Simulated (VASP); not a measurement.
# KCl (Pm-3m) in VASP: further runs, part 2 of 2

VASP 6.6.1. The steps go on from the part before.

## (3) Relaxation of cell and atoms, HSE06

This run uses another cell than the first one, of 26.82 Å³/atom.

The input, POSCAR:

```
KCl
1.0
    3.7711686990      0.0000000000      0.0000000000
    0.0000000000      3.7711686990      0.0000000000
    0.0000000000      0.0000000000      3.7711686990
K Cl
1 1
Direct
    0.0000000000      0.0000000000      0.0000000000
    0.5000000000      0.5000000000      0.5000000000
```

The input, INCAR.step1:

```
  PREC = Accurate
  ENCUT = 600
  EDIFF = 1E-5
  ISMEAR = -1
  SIGMA = 0.02
  LREAL = F
  LASPH = T
  NELM = 80
  ALGO = Normal
  LWAVE = T
  LCHARG = F
  GGA = PE
  NBANDS = 15
```

The input, INCAR.step2:

```
  PREC = Accurate
  ENCUT = 600
  EDIFF = 1E-7
  ISMEAR = -1
  SIGMA = 0.02
  LREAL = F
  LASPH = T
  NELM = 80
  ALGO = Normal
  ISIF = 3
  LWAVE = F
  LCHARG = F
  GGA = PE
  LHFCALC = T
  HFSCREEN = 0.2079
  PRECFOCK = Normal
  IBRION = 2
  NSW = 80
  EDIFFG = -0.005
  ISTART = 1
```

The input, KPOINTS:

```
Automatic mesh
0
Gamma
  4 4 4
```

Potentials or basis: VASP PAW PBE potentials, release 64 (K_sv, Cl).

Started as:

```bash
$ cat potpaw_PBE.64/K_sv/POTCAR potpaw_PBE.64/Cl/POTCAR > POTCAR
$ cp INCAR.step1 INCAR
$ mpirun -np 1 vasp_std > vasp.out
$ cp INCAR.step2 INCAR
$ mpirun -np 1 vasp_std > vasp.out
```

OUTCAR:

```text
PREC = Accurate
   ENCUT = 600
   EDIFF = 1E-7
   ISMEAR = -1
   LREAL = F
   LASPH = T
   NELM = 80
   ISIF = 3
   GGA = PE
   LHFCALC = T
   HFSCREEN = 0.2079
   PRECFOCK = Normal
   IBRION = 2
   NSW = 80
   EDIFFG = -0.005
   ISTART = 1

 ion  position               nearest neighbor table
   1  0.000  0.000  0.000-
   2  0.500  0.500  0.500-

  LATTYP: Found a simple cubic cell.
 ALAT       =     3.7711686990

  Lattice vectors:

 A1 = (   3.7711686990,   0.0000000000,   0.0000000000)
 A2 = (   0.0000000000,   3.7711686990,   0.0000000000)
 A3 = (   0.0000000000,   0.0000000000,   3.7711686990)

Analysis of symmetry for initial positions (statically):
=====================================================================
 Subroutine PRICEL returns:
 Original cell was already a primitive cell.

 Routine SETGRP: Setting up the symmetry group for a
 simple cubic supercell.

 Subroutine GETGRP returns: Found 48 space group operations
 (whereof 48 operations were pure point group operations)
 out of a pool of 48 trial point group operations.

The static configuration has the point symmetry O_h .

Analysis of symmetry for dynamics (positions and initial velocities):
=====================================================================
 Subroutine PRICEL returns:
 Original cell was already a primitive cell.

 Routine SETGRP: Setting up the symmetry group for a
 simple cubic supercell.

 Subroutine GETGRP returns: Found 48 space group operations
 (whereof 48 operations were pure point group operations)
 out of a pool of 48 trial point group operations.

The dynamic configuration has the point symmetry O_h .

 Subroutine INISYM returns: Found 48 space group operations
 (whereof 48 operations are pure point group operations),
 and found     1 'primitive' translations

----------------------------------------------------------------------------------------

                                     Primitive cell

  volume of cell :      53.6325

  direct lattice vectors                    reciprocal lattice vectors
     3.771168699  0.000000000  0.000000000     0.265169787  0.000000000  0.000000000
     0.000000000  3.771168699  0.000000000     0.000000000  0.265169787  0.000000000
     0.000000000  0.000000000  3.771168699     0.000000000  0.000000000  0.265169787

  length of vectors
     3.771168699  3.771168699  3.771168699     0.265169787  0.265169787  0.265169787

  position of ions in fractional coordinates (direct lattice)
     0.000000000  0.000000000  0.000000000
     0.500000000  0.500000000  0.500000000

  ion indices of the primitive-cell ions
   primitive index   ion index
                 1           1
                 2           2

----------------------------------------------------------------------------------------

 KPOINTS: Automatic mesh

Automatic generation of k-mesh.
 Grid dimensions read from file:
 generate k-points for:    4    4    4

 Generating k-lattice:

  Cartesian coordinates                     Fractional coordinates (reciprocal lattice)
     0.066292447  0.000000000  0.000000000     0.250000000  0.000000000  0.000000000
     0.000000000  0.066292447  0.000000000     0.000000000  0.250000000  0.000000000
     0.000000000  0.000000000  0.066292447     0.000000000  0.000000000  0.250000000

  Length of vectors
     0.066292447  0.066292447  0.066292447

  Shift w.r.t. Gamma in fractional coordinates (k-lattice)
     0.000000000  0.000000000  0.000000000

 Subroutine IBZKPT returns following result:
 ===========================================

 Found     10 irreducible k-points:

 Following reciprocal coordinates:
            Coordinates               Weight
  0.000000  0.000000  0.000000      1.000000
  0.250000  0.000000  0.000000      6.000000
  0.500000  0.000000  0.000000      3.000000
  0.250000  0.250000  0.000000     12.000000
  0.500000  0.250000  0.000000     12.000000
  0.500000  0.500000  0.000000      3.000000
  0.250000  0.250000  0.250000      8.000000
  0.500000  0.250000  0.250000     12.000000
  0.500000  0.500000  0.250000      6.000000
  0.500000  0.500000  0.500000      1.000000
   k-points           NKPTS =     10   k-points in BZ     NKDIM =     64   number of bands    NBANDS=     12
   number of dos      NEDOS =    301   number of ions     NIONS =      2
   total plane-waves  NPLWV =  27000
   dimension x,y,z NGX =    30 NGY =   30 NGZ =   30
   dimension x,y,z NGXF=    60 NGYF=   60 NGZF=   60
   ions per type =               1   1
   NGX,Y,Z   is equivalent  to a cutoff of  13.23, 13.23, 13.23 a.u.
   NGXF,Y,Z  is equivalent  to a cutoff of  26.45, 26.45, 26.45 a.u.
 SYSTEM =  unknown system
   PREC   = accura    normal or accurate (medium, high low for compatibility)
   ISTART =      1    job   : 0-new  1-cont  2-samecut
   ICHARG =      0    charge: 1-file 2-atom 10-const
   ISPIN  =      1    spin polarized calculation?
   LNONCOLLINEAR =      F non collinear calculations
   LSORBIT =      F    spin-orbit coupling
   LASPH  =      T    aspherical Exc in radial PAW
   ENCUT  =  600.0 eV  44.10 Ry    6.64 a.u.   7.53  7.53  7.53*2*pi/ulx,y,z
   NELM   =     80;   NELMIN=  2; NELMDL=  0     # of ELM steps
   EDIFF  = 0.1E-06   stopping-criterion for ELM
   LREAL  =      F    real-space projection
   EDIFFG = -.5E-02   stopping-criterion for IOM
   NSW    =     80    number of steps for IOM
   IBRION =      2    ionic relax: 0-MD 1-quasi-New 2-CG
   NFREE  =      1    steps in history (QN), initial steepest desc. (CG)
   ISIF   =      3    stress and relaxation
   ISYM   =      3    0-nonsym 1-usesym 2-fastsym
   POTIM  = 0.5000    time-step for ionic-motion
   TEBEG  =    0.0;   TEEND  =   0.0 temperature during run
   PSTRESS=    0.0 pullay stress
   NELECT =      16.0000    total number of electrons
   NUPDOWN=      -1.0000    fix difference up-down
   EMIN   =  10.00;   EMAX   =-10.00  energy-range for DOS
   EFERMI =   0.00;   METHOD = LEGACY
   ISMEAR =    -1;   SIGMA  =   0.02  broadening in eV -4-tet -1-fermi 0-gaus
   EFERMI_NEDOS =   21; number of points for ismear=-14 and -15
   IALGO  =     38    algorithm
   IMIX   =      1    mixing-type and parameters
     AMIX     =   0.40;   BMIX     =  1.00
     AMIX_MAG =   1.60;   BMIX_MAG =  1.00
  volume/ion in A,a.u.               =      26.82       180.96
  Fermi-wavevector in a.u.,A,eV,Ry     =   1.093886  2.067145 16.280559  1.196587
  Thomas-Fermi vector in A             =   2.230180
   LORBIT       =      0    0 simple, 1 ext, 2 COOP (PROOUT), +10 PAW based schemes
   GGA     = PE    functional components
   LHFCALC =     T    Hartree Fock is set to
   PRECFOCK=normal    Normal, Fast or Accurate (Low or Medium for compatibility)
   ENCUT4O =  -1.0   cutoff for four orbital integrals eV
   NKREDX  =     1    reduce k-point grid by
   NKREDY  =     1    reduce k-point grid by
   NKREDZ  =     1    reduce k-point grid by
   AEXX    =    0.2500 exact exchange contribution
   HFSCREEN=    0.2079 screening length (either q_TF or 0.3 A-1)
   HFSCREENC=   0.2079 screening length for correlation (either q_TF or 0.3 A-1)
   ENCUTFOCK=  -1.0 apply spherical cutoff to Coloumb kernel
   IVDW    =     0    specifies the selected vdW correction
   LEPSILON=     F    determine dielectric tensor
   LRPA    =     F    only Hartree local field effects (RPA)
 conjugate gradient relaxation of ions
 non-spin polarized calculation
  energy-cutoff  :      600.00
  volume of cell :       53.63
 maximum number of plane-waves:      1803
  NGX = 24; NGY = 24; NGZ = 24

--------------------------------------- Ionic step        1  -------------------------------------------

 number of electron      15.9999999 magnetization

 Free energy of the ion-electron system (eV)
  ---------------------------------------------------
  ext. energy  EPLUGINS =         0.00000000
  ---------------------------------------------------
  free energy    TOTEN  =        -7.71325981 eV

  energy without entropy =       -7.71325981  energy(sigma->0) =       -7.71325981

------------------------ aborting loop because EDIFF is reached ----------------------------------------

  FORCE on cell =-STRESS in cart. coord.  units (eV):
  Direction    XX          YY          ZZ          XY          YZ          ZX
  --------------------------------------------------------------------------------------
  -------------------------------------------------------------------------------------
  Total        0.2415637      0.2415637      0.2415637      0.0000000     -0.0000000     -0.0000000
  in kB        7.2162959      7.2162959      7.2162959      0.0000000     -0.0000000     -0.0000000
  external PRESSURE =       7.2162959 kB  Pullay stress =       0.0000000 kB
[... 57 lines left out ...]
  energy  without entropy=       -7.7163079059  energy(sigma->0) =       -7.71630791

--------------------------------------- Ionic step        3  -------------------------------------------

 number of electron      16.0000004 magnetization

 Free energy of the ion-electron system (eV)
  ---------------------------------------------------
  ext. energy  EPLUGINS =         0.00000000
  ---------------------------------------------------
  free energy    TOTEN  =        -7.71714767 eV

  energy without entropy =       -7.71714767  energy(sigma->0) =       -7.71714767

 E-fermi :  -1.2338     XC(G=0):  -6.8014

 val. band max:       -1.6795849461   @ k =   0.5000   0.5000   0.0000
 cond. band min:       4.5289516824   @ k =   0.0000   0.0000   0.0000
 fundamental gap:      6.2085366285
 Fermi energy:        -1.2337668529

 k-point     1 :       0.0000    0.0000    0.0000
  band No.  band energies     occupation
      1     -31.8261      2.00000
      2     -15.4729      2.00000
      3     -13.8537      2.00000
      4     -13.8537      2.00000
      5     -13.8537      2.00000
      6      -1.9034      2.00000
      7      -1.9034      2.00000
      8      -1.9034      2.00000
      9       4.5290      0.00000
     10       6.2995      0.00000
     11       6.2995      0.00000
     12      10.8671      0.00000
[... 162 lines left out ...]
  FREE ENERGIE OF THE ION-ELECTRON SYSTEM (eV)
  ---------------------------------------------------
  free  energy   TOTEN  =        -7.7171476732 eV

  energy  without entropy=       -7.7171476732  energy(sigma->0) =       -7.71714767

 reached required accuracy - stopping structural energy minimisation
```

Wall time 8.5 min (1 thread of Intel Xeon 6975P-C (Granite Rapids), shared host); peak memory 0.28 GiB.

Results:

| Item | Value |
| --- | --- |
| Free energy | -7.7171 eV |
| Relaxed volume | 27.72 Å³/atom |
| Relaxed cell | a = 3.813 Å, b = 3.813 Å, c = 3.813 Å, α = 90.00°, β = 90.00°, γ = 90.00° |
| Space group after relaxing (to 0.1 Å) | Pm-3m (No. 221) |
| Energy gained by relaxing | 1.9 meV/atom |
| Ionic steps | 3 |
| Pressure after relaxing | 0.0 GPa |
| Band gap on the k mesh | 6.21 eV (least direct gap 6.43 eV) |

The path:
```tsv
step	energy change (eV)	largest force (eV/Å)	pressure (GPa)	volume (Å³)
1	0.0000	0.0000	0.72	53.63
2	-0.0030	0.0000	0.32	54.58
3	-0.0039	0.0000	0.00	55.43
```

Final structure:
```cif
data_structure
_symmetry_space_group_name_H-M 'P 1'
_symmetry_Int_Tables_number 1
_cell_length_a 3.8129
_cell_length_b 3.8129
_cell_length_c 3.8129
_cell_angle_alpha 90.000
_cell_angle_beta 90.000
_cell_angle_gamma 90.000
_cell_volume 55.43
loop_
_atom_site_label
_atom_site_type_symbol
_atom_site_fract_x
_atom_site_fract_y
_atom_site_fract_z
_atom_site_occupancy
K1 K 0.00000 0.00000 0.00000 1
Cl1 Cl 0.50000 0.50000 0.50000 1
```

Caveat: the structure was generated, so it needn't be the stable form of KCl; the PAW data sets were made with another functional, which shifts forces and pressure a little. A k mesh can miss the band edges.
